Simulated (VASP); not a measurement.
# AlN in VASP: notebook, part 3 of 3

VASP 6.6.1. The steps go on from the part before.

**6. Electric field gradients, PBE (zz strain of +2 %)**

Input file INCAR:

```
SYSTEM = AlN
PREC     = Accurate       ! precision mode
ENCUT    = 520            ! plane-wave cutoff, eV
EDIFF    = 1E-8           ! SCF threshold, eV
ISMEAR   = -1             ! smearing method
SIGMA    = 0.02           ! smearing width, eV
LREAL    = .FALSE.        ! projectors in reciprocal space
LASPH    = .TRUE.         ! aspherical terms in the spheres
NELM     = 60             ! most SCF steps
ALGO     = Normal         ! electronic algorithm
ISIF     = 2              ! what is computed and relaxed
LWAVE    = .FALSE.        ! write WAVECAR
LCHARG   = .FALSE.        ! write CHGCAR
GGA      = PE             ! functional
LEFG     = .TRUE.       
NBANDS   = 11             ! bands
```

Input file KPOINTS:

```
regular mesh
0
G
  10 10 10
  0 0 0
```

Input file POSCAR:

```
AlN
1.0
    0.0000000000      1.9780000000      2.0175600000
    1.9780000000      0.0000000000      2.0175600000
    1.9780000000      1.9780000000      0.0000000000
Al N
1 1
Direct
    0.0000000000      0.0000000000      0.0000000000
    0.5000000000      0.5000000000      0.5000000000
```

Potentials or basis: VASP PAW PBE potentials, release 64 (Al, N).

Started as:

```
> cat potpaw_PBE.64/Al/POTCAR potpaw_PBE.64/N/POTCAR > POTCAR
> mpirun -np 1 vasp_std > vasp.out
```

OUTCAR:

```text
SYSTEM = AlN
   PREC = Accurate
   ENCUT = 520
   EDIFF = 1E-8
   ISMEAR = -1
   LREAL = .FALSE.
   LASPH = .TRUE.
   NELM = 60
   ISIF = 2
   GGA = PE

 ion  position               nearest neighbor table
   1  0.000  0.000  0.000-   2 1.98   2 1.98   2 1.98   2 1.98   2 2.02   2 2.02
   2  0.500  0.500  0.500-   1 1.98   1 1.98   1 1.98   1 1.98   1 2.02   1 2.02

  LATTYP: Found a body centered tetragonal cell.
 ALAT       =     2.7973144264
 C/A-ratio  =     1.4424978336

  Lattice vectors:

 A1 = (  -1.9780000000,   0.0000000000,   2.0175600000)
 A2 = (   1.9780000000,   0.0000000000,   2.0175600000)
 A3 = (   0.0000000000,   1.9780000000,  -2.0175600000)

Analysis of symmetry for initial positions (statically):
=====================================================================
 Subroutine PRICEL returns:
 Original cell was already a primitive cell.

 Routine SETGRP: Setting up the symmetry group for a
 body centered tetragonal supercell.

 Subroutine GETGRP returns: Found 16 space group operations
 (whereof 16 operations were pure point group operations)
 out of a pool of 16 trial point group operations.

The static configuration has the point symmetry D_4h.

Analysis of symmetry for dynamics (positions and initial velocities):
=====================================================================
 Subroutine PRICEL returns:
 Original cell was already a primitive cell.

 Routine SETGRP: Setting up the symmetry group for a
 body centered tetragonal supercell.

 Subroutine GETGRP returns: Found 16 space group operations
 (whereof 16 operations were pure point group operations)
 out of a pool of 16 trial point group operations.

The dynamic configuration has the point symmetry D_4h.

 Subroutine INISYM returns: Found 16 space group operations
 (whereof 16 operations are pure point group operations),
 and found     1 'primitive' translations

----------------------------------------------------------------------------------------

                                     Primitive cell

  volume of cell :      15.7873

  direct lattice vectors                    reciprocal lattice vectors
     0.000000000  1.978000000  2.017560000    -0.252780586  0.252780586  0.247824104
     1.978000000  0.000000000  2.017560000     0.252780586 -0.252780586  0.247824104
     1.978000000  1.978000000  0.000000000     0.252780586  0.252780586 -0.247824104

  length of vectors
     2.825426048  2.825426048  2.797314426     0.434986019  0.434986019  0.434986019

  position of ions in fractional coordinates (direct lattice)
     0.000000000  0.000000000  0.000000000
     0.500000000  0.500000000  0.500000000

  ion indices of the primitive-cell ions
   primitive index   ion index
                 1           1
                 2           2

----------------------------------------------------------------------------------------

 KPOINTS: regular mesh

Automatic generation of k-mesh.
[... 76 lines left out ...]
   PSTRESS=    0.0 pullay stress
   NELECT =       8.0000    total number of electrons
   NUPDOWN=      -1.0000    fix difference up-down
   EMIN   =  10.00;   EMAX   =-10.00  energy-range for DOS
   EFERMI =   0.00;   METHOD = LEGACY
   ISMEAR =    -1;   SIGMA  =   0.02  broadening in eV -4-tet -1-fermi 0-gaus
   EFERMI_NEDOS =   21; number of points for ismear=-14 and -15
   IALGO  =     38    algorithm
   IMIX   =      4    mixing-type and parameters
     AMIX     =   0.40;   BMIX     =  1.00
     AMIX_MAG =   1.60;   BMIX_MAG =  1.00
  volume/ion in A,a.u.               =       7.89        53.27
  Fermi-wavevector in a.u.,A,eV,Ry     =   1.305174  2.466422 23.177249  1.703480
  Thomas-Fermi vector in A             =   2.436061
   LORBIT       =      0    0 simple, 1 ext, 2 COOP (PROOUT), +10 PAW based schemes
   GGA     = PE    functional components
   LHFCALC =     F    Hartree Fock is set to
   AEXX    =    0.0000 exact exchange contribution
   IVDW    =     0    specifies the selected vdW correction
   LEPSILON=     F    determine dielectric tensor
   LRPA    =     F    only Hartree local field effects (RPA)
 non-spin polarized calculation
  energy-cutoff  :      520.00
  volume of cell :       15.79
 maximum number of plane-waves:       444
 NGX is ok and might be reduce to    24
   NGX = 11   NGY = 11   NGZ = 11

 number of electron       7.9999999 magnetization

 Free energy of the ion-electron system (eV)
  ---------------------------------------------------
  ext. energy  EPLUGINS =         0.00000000
  ---------------------------------------------------
  free energy    TOTEN  =       -14.48238301 eV

  energy without entropy =      -14.48238301  energy(sigma->0) =      -14.48238301

 E-fermi :  10.9996     XC(G=0): -12.5001

 val. band max:       10.6554823841   @ k =   0.0000   0.0000   0.0000
 cond. band min:      15.5596312600   @ k =   0.5000   0.0000   0.5000
 fundamental gap:      4.9041488760
 Fermi energy:        10.9996280323

 k-point     1 :       0.0000    0.0000    0.0000
  band No.  band energies     occupation
      1      -7.4091      2.00000
      2      10.5195      2.00000
      3      10.5195      2.00000
      4      10.6555      2.00000
      5      16.9108      0.00000
      6      22.7023      0.00000
      7      22.9764      0.00000
      8      22.9764      0.00000
      9      28.1521      0.00000
     10      28.3712      0.00000
     11      29.0324      0.00000
[... 309 lines left out ...]
 k-point    24 :       0.4000    0.3000    0.0000
  band No.  band energies     occupation
      1      -4.3214      2.00000
      2       4.5138      2.00000
      3       7.6801      2.00000
      4       8.2632      2.00000
      5      17.0466      0.00000
      6      17.8135      0.00000
      7      23.1781      0.00000
      8      26.9154      0.00000
      9      27.6932      0.00000
     10      33.0292      0.00000
     11      35.9745      0.00000

 [... further k-points ...]
[... 5 lines left out ...]
  --------------------------------------------------------------------------------------
  -------------------------------------------------------------------------------------
  Total        2.0891088      2.0891088      1.3758911      0.0000000     -0.0000000      0.0000000
  in kB      212.0130580    212.0130580    139.6322080      0.0000000     -0.0000000      0.0000000
  external PRESSURE =     187.8861080 kB  Pullay stress =       0.0000000 kB

 VOLUME and BASIS-vectors are now :
 -----------------------------------------------------------------------------
  energy-cutoff  :      520.00
  volume of cell :       15.79
      direct lattice vectors                 reciprocal lattice vectors
     0.000000000  1.978000000  2.017560000    -0.252780586  0.252780586  0.247824104
     1.978000000  0.000000000  2.017560000     0.252780586 -0.252780586  0.247824104
     1.978000000  1.978000000  0.000000000     0.252780586  0.252780586 -0.247824104

 POSITION                                       TOTAL-FORCE (eV/Angst)
 -----------------------------------------------------------------------------------
      0.00000      0.00000      0.00000         0.000000     -0.000000      0.000000
      1.97800      1.97800      2.01756        -0.000000      0.000000      0.000000
 -----------------------------------------------------------------------------------
    total drift:                               -0.000000     -0.000000      0.000000

  FREE ENERGIE OF THE ION-ELECTRON SYSTEM (eV)
  ---------------------------------------------------
  free  energy   TOTEN  =       -14.4823830066 eV

  energy  without entropy=      -14.4823830066  energy(sigma->0) =      -14.48238301

 Electric field gradients (V/A^2)
---------------------------------------------------------------------
 ion       V_xx      V_yy      V_zz      V_xy      V_xz      V_yz
---------------------------------------------------------------------
   1      -3.880    -3.880     7.759     0.000     0.000     0.000
   2      -1.318    -1.318     2.637     0.000     0.000     0.000
---------------------------------------------------------------------

 Electric field gradients after diagonalization (V/A^2)
 (convention: |V_zz| > |V_xx| > |V_yy|)
----------------------------------------------------------------------
 ion       V_xx      V_yy      V_zz     asymmetry (V_yy - V_xx)/ V_zz
----------------------------------------------------------------------
   1      -3.880    -3.880     7.759       0.000
   2      -1.319    -1.318     2.637       0.000
----------------------------------------------------------------------

           NMR quadrupolar parameters

 Cq : quadrupolar parameter    Cq=e*Q*V_zz/h
 eta: asymmetry parameters     (V_yy - V_xx)/ V_zz
 Q  : nuclear electric quadrupole moment in mb (millibarn)
----------------------------------------------------------------------
 ion       Cq(MHz)       eta       Q (mb)
----------------------------------------------------------------------
   1       0.019       0.000       1.000
   2       0.006       0.000       1.000
----------------------------------------------------------------------
```

It took 18 s on 1 thread of AMD EPYC 7R13 (Zen 3), shared host; peak memory 0.11 GiB.

What came out:

```
Free energy            : -14.4824 eV
Pressure               : 18.8 GPa
Band gap on the k mesh : 4.90 eV, indirect (least direct gap 6.26 eV)
```

Electric field gradients, principal values (V/Å²):
```tsv
atom	least	middle	greatest (by size)
1 Al	-3.880	-3.880	7.759
2 N	-1.318	-1.319	2.637
```

Caveat: the cell differs from its parent crystal (zz strain of +2 %); without QUAD_EFG the Cq values of the log hold for a quadrupole moment of 1 mb, not for the nuclei. A k mesh can miss the band edges.

**7. Overview**

```tsv
cell	gap on the mesh (eV)	pressure (GPa)
a = 2.760 Å, angles 60.0°, 2 atoms	5.10	40.6
a = 2.788 Å, angles 60.0°, 2 atoms	5.17	28.8
a = 2.783, b = 2.783, c = 2.769 Å, angles 60.2, 60.2, 59.7°, 2 atoms	5.07	32.6
a = 2.825, b = 2.825, c = 2.797 Å, angles 60.3, 60.3, 59.3°, 2 atoms	4.90	18.8
```

Alike in all rows: task electric field gradients; level PBE; potentials or basis VASP PAW PBE potentials, release 64 (Al, N); no spin polarisation; k mesh 10 × 10 × 10; cutoff (eV) 520; smearing fermi-dirac 0.02 eV.

Absolute energies hang on the potentials; compare differences alone.
